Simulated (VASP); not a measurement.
# Pd (Fm-3m) in VASP: notebook, part 2 of 2

VASP 6.6.1. Earlier steps stand in the parts before.

### Step 3. Relaxation of cell and atoms, LDA

INCAR reads:

```
  PREC = Accurate
  ENCUT = 600
  EDIFF = 1E-6
  ISMEAR = 1
  SIGMA = 0.1
  LREAL = False
  LASPH = True
  NELM = 100
  ALGO = Normal
  ISIF = 3
  LWAVE = False
  LCHARG = False
  GGA = CA
  IBRION = 2
  NSW = 60
  EDIFFG = -0.005
```

KPOINTS reads:

```
regular mesh
0
Gamma
  24 24 24
```

POSCAR reads:

```
Pd
1.0
    0.0000000000      1.9450000000      1.9450000000
    1.9450000000      0.0000000000      1.9450000000
    1.9450000000      1.9450000000      0.0000000000
Pd
1
Direct
    0.0000000000      0.0000000000      0.0000000000
```

Potentials or basis: VASP PAW LDA potentials, release 64 (Pd).

The run is started by

```
$ cat potpaw_LDA.64/Pd/POTCAR > POTCAR
$ mpirun -np 1 vasp_std > vasp.out
```

OUTCAR:

```text
PREC = Accurate
   ENCUT = 600
   EDIFF = 1E-6
   ISMEAR = 1
   LREAL = False
   LASPH = True
   NELM = 100
   ISIF = 3
   GGA = CA
   IBRION = 2
   NSW = 60
   EDIFFG = -0.005

 ion  position               nearest neighbor table
   1  0.000  0.000  0.000-

  LATTYP: Found a face centered cubic cell.
 ALAT       =     3.8900000000

  Lattice vectors:

 A1 = (   0.0000000000,   1.9450000000,   1.9450000000)
 A2 = (   1.9450000000,   0.0000000000,   1.9450000000)
 A3 = (   1.9450000000,   1.9450000000,   0.0000000000)

Analysis of symmetry for initial positions (statically):
=====================================================================
 Subroutine PRICEL returns:
 Original cell was already a primitive cell.

 Routine SETGRP: Setting up the symmetry group for a
 face centered cubic supercell.

 Subroutine GETGRP returns: Found 48 space group operations
 (whereof 48 operations were pure point group operations)
 out of a pool of 48 trial point group operations.

The static configuration has the point symmetry O_h .

Analysis of symmetry for dynamics (positions and initial velocities):
=====================================================================
 Subroutine PRICEL returns:
 Original cell was already a primitive cell.

 Routine SETGRP: Setting up the symmetry group for a
 face centered cubic supercell.

 Subroutine GETGRP returns: Found 48 space group operations
 (whereof 48 operations were pure point group operations)
 out of a pool of 48 trial point group operations.

The dynamic configuration has the point symmetry O_h .

 Subroutine INISYM returns: Found 48 space group operations
 (whereof 48 operations are pure point group operations),
 and found     1 'primitive' translations

----------------------------------------------------------------------------------------

                                     Primitive cell

  volume of cell :      14.7160

  direct lattice vectors                    reciprocal lattice vectors
     0.000000000  1.945000000  1.945000000    -0.257069409  0.257069409  0.257069409
     1.945000000  0.000000000  1.945000000     0.257069409 -0.257069409  0.257069409
     1.945000000  1.945000000  0.000000000     0.257069409  0.257069409 -0.257069409

  length of vectors
     2.750645379  2.750645379  2.750645379     0.445257277  0.445257277  0.445257277

[... 93 lines left out ...]
   ISMEAR =     1;   SIGMA  =   0.10  broadening in eV -4-tet -1-fermi 0-gaus
   EFERMI_NEDOS =   21; number of points for ismear=-14 and -15
   IALGO  =     38    algorithm
   IMIX   =      4    mixing-type and parameters
     AMIX     =   0.40;   BMIX     =  1.00
     AMIX_MAG =   1.60;   BMIX_MAG =  1.00
  volume/ion in A,a.u.               =      14.72        99.31
  Fermi-wavevector in a.u.,A,eV,Ry     =   1.439280  2.719844 28.184827  2.071526
  Thomas-Fermi vector in A             =   2.558153
   LORBIT       =      0    0 simple, 1 ext, 2 COOP (PROOUT), +10 PAW based schemes
   GGA     = CA    functional components
   LHFCALC =     F    Hartree Fock is set to
   AEXX    =    0.0000 exact exchange contribution
   IVDW    =     0    specifies the selected vdW correction
   LEPSILON=     F    determine dielectric tensor
   LRPA    =     F    only Hartree local field effects (RPA)
 conjugate gradient relaxation of ions
 non-spin polarized calculation
 Methfessel and Paxton  Order N= 1 SIGMA  =   0.10
  energy-cutoff  :      600.00
  volume of cell :       14.72
 maximum number of plane-waves:       531
 NGX is ok and might be reduce to    24
   NGX = 11   NGY = 11   NGZ = 11

--------------------------------------- Ionic step        1  -------------------------------------------

 number of electron      10.0000000 magnetization

 number of electron       9.9999999 magnetization

 Free energy of the ion-electron system (eV)
  ---------------------------------------------------
  ext. energy  EPLUGINS =         0.00000000
  ---------------------------------------------------
  free energy    TOTEN  =        -6.48120538 eV

  energy without entropy =       -6.48049379  energy(sigma->0) =       -6.48096819

 E-fermi :   9.6315     XC(G=0): -13.5309

 val. band max:        9.6278473297   @ k =  -0.4583   0.2500   0.0417
 cond. band min:       9.6328936530   @ k =  -0.3333   0.3750   0.1667
 fundamental gap:      0.0050463233
 Fermi energy:         9.6315119658

 k-point     1 :       0.0000    0.0000    0.0000
  band No.  band energies     occupation
      1       2.3760      2.00000
      2       6.7507      2.00000
      3       6.7507      2.00000
      4       6.7507      2.00000
      5       8.4046      2.00000
      6       8.4046      2.00000
      7      26.7643      0.00000
      8      31.4963      0.00000
      9      31.4963      0.00000
[... 380 lines left out ...]
--------------------------------------- Ionic step        4  -------------------------------------------

 number of electron      10.0000002 magnetization

 Free energy of the ion-electron system (eV)
  ---------------------------------------------------
  ext. energy  EPLUGINS =         0.00000000
  ---------------------------------------------------
  free energy    TOTEN  =        -6.49553888 eV

  energy without entropy =       -6.49489852  energy(sigma->0) =       -6.49532543

 E-fermi :  10.3130     XC(G=0): -13.7677

 val. band max:       10.3106116444   @ k =   0.5000   0.0833   0.0000
 cond. band min:      10.3155238395   @ k =  -0.3333   0.3750   0.1667
 fundamental gap:      0.0049121951
 Fermi energy:        10.3129932396

 k-point     1 :       0.0000    0.0000    0.0000
  band No.  band energies     occupation
      1       2.7480      2.00000
      2       7.2459      2.00000
      3       7.2459      2.00000
      4       7.2459      2.00000
      5       9.0061      2.00000
      6       9.0061      2.00000
      7      27.4455      0.00000
      8      32.4015      0.00000
      9      32.4015      0.00000
[... 304 lines left out ...]
  FREE ENERGIE OF THE ION-ELECTRON SYSTEM (eV)
  ---------------------------------------------------
  free  energy   TOTEN  =        -6.4955388840 eV

  energy  without entropy=       -6.4948985185  energy(sigma->0) =       -6.49532543

 reached required accuracy - stopping structural energy minimisation
```

CONTCAR:

```text
Pd
   1.00000000000000
    -0.0000000000000000    1.9201870254045610    1.9201870254045610
     1.9201870254045610    0.0000000000000000    1.9201870254045610
     1.9201870254045610    1.9201870254045610    0.0000000000000000
  Pd
     1
Direct
     0.0000000000000000    0.0000000000000000    0.0000000000000000

  0.00000000E+00  0.00000000E+00  0.00000000E+00
```

It took 1.8 min on 1 thread of Intel Xeon Platinum 8259CL at 2.50GHz (Skylake/Cascade Lake), shared host; peak memory 0.2 GiB.

What came out:

```yaml
Free_energy: -6.4955 eV
Relaxed_volume: 14.16 Å³/atom
Relaxed_cell: a = 2.716 Å, b = 2.716 Å, c = 2.716 Å, α = 60.00°, β = 60.00°, γ = 60.00°
Space_group_after_relaxing_to_0.1_Å: Fm-3m (No. 225)
Energy_gained_by_relaxing: 14.3 meV/atom
Ionic_steps: 4
Pressure_after_relaxing: 0.0 GPa
Band_gap_on_the_k_mesh: zero (bands 5 and 6 overlap by 1.70 eV)
```

The path:
| step | energy change (eV) | largest force (eV/Å) | pressure (GPa) | volume (Å³) |
| --- | --- | --- | --- | --- |
| 1 | 0.0000 | 0.0000 | -7.92 | 14.72 |
| 2 | 0.0369 | 0.0000 | 18.83 | 13.22 |
| 3 | -0.0143 | 0.0000 | -0.18 | 14.17 |
| 4 | -0.0143 | 0.0000 | 0.01 | 14.16 |

Final structure:
```cif
data_structure
_symmetry_space_group_name_H-M 'P 1'
_symmetry_Int_Tables_number 1
_cell_length_a 2.7156
_cell_length_b 2.7156
_cell_length_c 2.7156
_cell_angle_alpha 60.000
_cell_angle_beta 60.000
_cell_angle_gamma 60.000
_cell_volume 14.16
loop_
_atom_site_label
_atom_site_type_symbol
_atom_site_fract_x
_atom_site_fract_y
_atom_site_fract_z
_atom_site_occupancy
Pd1 Pd 0.00000 0.00000 0.00000 1
```

Levels at points of the mesh, in eV from the Fermi level:
| k point | band 1 | band 2 | band 3 | band 4 | band 5 | band 6 | band 7 | band 8 | band 9 |
| --- | --- | --- | --- | --- | --- | --- | --- | --- | --- |
| (0.00, 0.00, 0.00) | -7.56 | -3.07 | -3.07 | -3.07 | -1.31 | -1.31 | 17.13 | 22.09 | 22.09 |
| (0.50, 0.00, 0.00) | -5.69 | -3.11 | -3.11 | -0.01 | -0.01 | 0.85 | 7.58 | 16.52 | 21.31 |
| (0.50, 0.50, 0.00) | -5.79 | -5.50 | -0.03 | 0.32 | 0.32 | 3.24 | 11.15 | 13.28 | 13.28 |

### Step 4. Relaxation of cell and atoms, PBE

INCAR reads:

```
PREC = Accurate
ENCUT = 600
EDIFF = 1E-6
ISMEAR = 1
SIGMA = 0.1
LREAL = False
LASPH = True
NELM = 60
ALGO = Normal
ISIF = 3
LWAVE = False
LCHARG = False
GGA = PE
IBRION = 2
NSW = 60
EDIFFG = -0.005
```

KPOINTS is that of step 3.

POSCAR is that of step 3.

Potentials or basis: VASP PAW PBE potentials, release 64 (Pd).

The run is started by

```
$ cat potpaw_PBE.64/Pd/POTCAR > POTCAR
$ mpirun -np 1 vasp_std > vasp.out
```

OUTCAR:

```text
PREC = Accurate
   ENCUT = 600
   EDIFF = 1E-6
   ISMEAR = 1
   LREAL = False
   LASPH = True
   NELM = 60
   ISIF = 3
   GGA = PE
   IBRION = 2
   NSW = 60
   EDIFFG = -0.005

 ion  position               nearest neighbor table
   1  0.000  0.000  0.000-

  LATTYP: Found a face centered cubic cell.
 ALAT       =     3.8900000000

  Lattice vectors:

 A1 = (   0.0000000000,   1.9450000000,   1.9450000000)
 A2 = (   1.9450000000,   0.0000000000,   1.9450000000)
 A3 = (   1.9450000000,   1.9450000000,   0.0000000000)

Analysis of symmetry for initial positions (statically):
=====================================================================
 Subroutine PRICEL returns:
 Original cell was already a primitive cell.

[... 326 lines left out ...]
 Fermi energy:         9.1933963349

 k-point     1 :       0.0000    0.0000    0.0000
  band No.  band energies     occupation
      1       2.3290      2.00000
      2       6.5180      2.00000
      3       6.5180      2.00000
      4       6.5180      2.00000
      5       8.0389      2.00000
      6       8.0389      2.00000
      7      26.3673      0.00000
      8      30.9447      0.00000
      9      30.9447      0.00000
[... 265 lines left out ...]
 k-point    24 :       0.4583    0.0417    0.0000
  band No.  band energies     occupation
      1       4.2348      2.00000
      2       6.4637      2.00000
      3       6.5410      2.00000
      4       8.6903      2.00000
      5       9.1470      1.69908
      6      10.1825     -0.00000
      7      16.9130      0.00000
      8      25.8594      0.00000
      9      29.7810      0.00000

 [... further k-points ...]

------------------------ aborting loop because EDIFF is reached ----------------------------------------

  FORCE on cell =-STRESS in cart. coord.  units (eV):
  Direction    XX          YY          ZZ          XY          YZ          ZX
  --------------------------------------------------------------------------------------
  -------------------------------------------------------------------------------------
  Total        0.0041437      0.0041437      0.0041437      0.0000000      0.0000000      0.0000000
  in kB        0.4344855      0.4344855      0.4344855      0.0000000      0.0000000      0.0000000
  external PRESSURE =       0.4344855 kB  Pullay stress =       0.0000000 kB
[... 16 lines left out ...]
  FREE ENERGIE OF THE ION-ELECTRON SYSTEM (eV)
  ---------------------------------------------------
  free  energy   TOTEN  =        -5.2174760095 eV

  energy  without entropy=       -5.2167229436  energy(sigma->0) =       -5.21722499

 reached required accuracy - stopping structural energy minimisation
```

OSZICAR:

```text
N       E                     dE             d eps       ncg     rms          rms(c)
DAV:   1     0.426256321420E+02    0.42626E+02   -0.58392E+03  7458   0.118E+03
DAV:   2    -0.507940027823E+01   -0.47705E+02   -0.46405E+02  7877   0.205E+02
DAV:   3    -0.548175944715E+01   -0.40236E+00   -0.40011E+00  8704   0.221E+01
[... 29 lines left out ...]
DAV:   2    -0.521747460521E+01    0.76184E-04   -0.40139E-04  7524   0.181E-01    0.145E-02
DAV:   3    -0.521747501856E+01   -0.41336E-06   -0.14131E-06  6411   0.994E-03
   4 F= -.52174750E+01 E0= -.52172239E+01  d E =-.120732E-01
       N       E                     dE             d eps       ncg     rms          rms(c)
DAV:   1    -0.521747602385E+01   -0.14186E-05   -0.75500E-07  7419   0.558E-03    0.633E-04
DAV:   2    -0.521747600954E+01    0.14306E-07   -0.19602E-08  3736   0.143E-03
   5 F= -.52174760E+01 E0= -.52172250E+01  d E =-.990978E-06
```

CONTCAR:

```text
Pd
   1.00000000000000
     0.0000000000000000    1.9695327681667321    1.9695327681667321
     1.9695327681667321    0.0000000000000000    1.9695327681667321
     1.9695327681667321    1.9695327681667321    0.0000000000000000
  Pd
     1
Direct
     1.0000000000000000    0.0000000000000000    0.0000000000000000

  0.00000000E+00  0.00000000E+00  0.00000000E+00
```

Wall time 1.9 min (1 thread of Intel Xeon Platinum 8259CL at 2.50GHz (Skylake/Cascade Lake), shared host); peak memory 0.22 GiB.

Results:

```
Free energy                           : -5.2175 eV
Relaxed volume                        : 15.28 Å³/atom
Relaxed cell                          : a = 2.785 Å, b = 2.785 Å, c = 2.785 Å, α = 60.00°, β = 60.00°, γ = 60.00°
Space group after relaxing (to 0.1 Å) : Fm-3m (No. 225)
Energy gained by relaxing             : 12.1 meV/atom
Ionic steps                           : 5
Pressure after relaxing               : 0.0 GPa
Band gap on the k mesh                : zero (bands 5 and 6 overlap by 1.49 eV)
```

Step by step:
| step | energy change (eV) | largest force (eV/Å) | pressure (GPa) | volume (Å³) |
| --- | --- | --- | --- | --- |
| 1 | 0.0000 | 0.0000 | 7.12 | 14.72 |
| 2 | 0.0111 | 0.0000 | -8.05 | 16.15 |
| 3 | -0.0121 | 0.0000 | -0.07 | 15.29 |
| 4 | -0.0121 | 0.0000 | 0.06 | 15.28 |
| 5 | -0.0121 | 0.0000 | 0.04 | 15.28 |

Final structure:
```
Pd
1.0
     0.00000    1.96953    1.96953
     1.96953    0.00000    1.96953
     1.96953    1.96953    0.00000
Pd
1
Direct
  0.00000 0.00000 0.00000
```

Levels at points of the mesh, in eV from the Fermi level:
| k point | band 2 | band 3 | band 4 | band 5 | band 6 | band 7 | band 8 | band 9 |
| --- | --- | --- | --- | --- | --- | --- | --- | --- |
| (0.00, 0.00, 0.00) | -2.68 | -2.68 | -2.68 | -1.15 | -1.15 | 17.17 | 21.75 | 21.75 |
| (0.50, 0.00, 0.00) | -2.72 | -2.72 | -0.02 | -0.02 | 1.10 | 7.05 | 16.52 | 20.76 |
| (0.50, 0.50, 0.00) | -4.82 | -0.05 | 0.28 | 0.28 | 3.36 | 10.42 | 13.02 | 13.02 |

### Step 5. Single point, PBE

This run uses another cell than the first one, of 15.32 Å³/atom.

INCAR reads:

```
SYSTEM = Pd
ALGO = Normal
EDIFF = 1E-7
ENCUT = 520
GGA = PE
ISIF = 2
ISMEAR = 1
LASPH = .True.
LCHARG = .True.
LELF = .True.
LREAL = .False.
LVHAR = .True.
LWAVE = .False.
NBANDS = 11
NELM = 100
PREC = Accurate
SIGMA = 0.1
```

KPOINTS reads:

```
k-points
0
Gamma
  35 35 35
  0 0 0
```

POSCAR reads:

```
Pd
1.0
    0.0000000000      1.9710581800      1.9710581800
    1.9710581800      0.0000000000      1.9710581800
    1.9710581800      1.9710581800      0.0000000000
Pd
1
Direct
    0.0000000000      0.0000000000      0.0000000000
```

The run is started by

```
$ cat potpaw_PBE.64/Pd/POTCAR > POTCAR
$ mpirun -np 1 vasp_std > vasp.out
```

It took 2.5 min on 1 thread of Intel Xeon Platinum 8259CL at 2.50GHz (Skylake/Cascade Lake), shared host; peak memory 0.31 GiB.

Results (log left out):

* Free energy: -5.2169 eV
* Pressure: -0.3 GPa
* Band gap on the k mesh: zero (bands 5 and 6 overlap by 1.48 eV)

Levels at points of the mesh, in eV from the Fermi level:
```tsv
k point	band 2	band 3	band 4	band 5	band 6	band 7	band 8	band 9
(0.00, 0.00, 0.00)	-2.66	-2.66	-2.66	-1.15	-1.15	17.18	21.74	21.74
```

### Step 6. Summary

```csv
task,level,potentials or basis,cell,k mesh,cutoff (eV),gap on the mesh (eV),pressure (GPa),relaxed volume (Å³/atom)
relaxation of cell and atoms,PBEsol,"VASP PAW PBE potentials, release 64 (Pd)","relaxed from a = 2.751 Å, angles 60.0°, 1 atom",24 × 24 × 24,600,none,0.0,14.52
relaxation of cell and atoms,LDA,"VASP PAW LDA potentials, release 64 (Pd)","relaxed from a = 2.751 Å, angles 60.0°, 1 atom",24 × 24 × 24,600,none,0.0,14.16
relaxation of cell and atoms,PBE,"VASP PAW PBE potentials, release 64 (Pd)","relaxed from a = 2.751 Å, angles 60.0°, 1 atom",24 × 24 × 24,600,none,0.0,15.28
single point,PBE,"VASP PAW PBE potentials, release 64 (Pd)","a = 2.787 Å, angles 60.0°, 1 atom",35 × 35 × 35,520,none,-0.3,-
```

Alike in all rows: no spin polarisation; smearing methfessel-paxton 0.1 eV.

Caveats: the PAW data sets were made with another functional, which shifts forces and pressure a little (at least some runs).

Absolute energies hang on the potentials; compare differences alone.
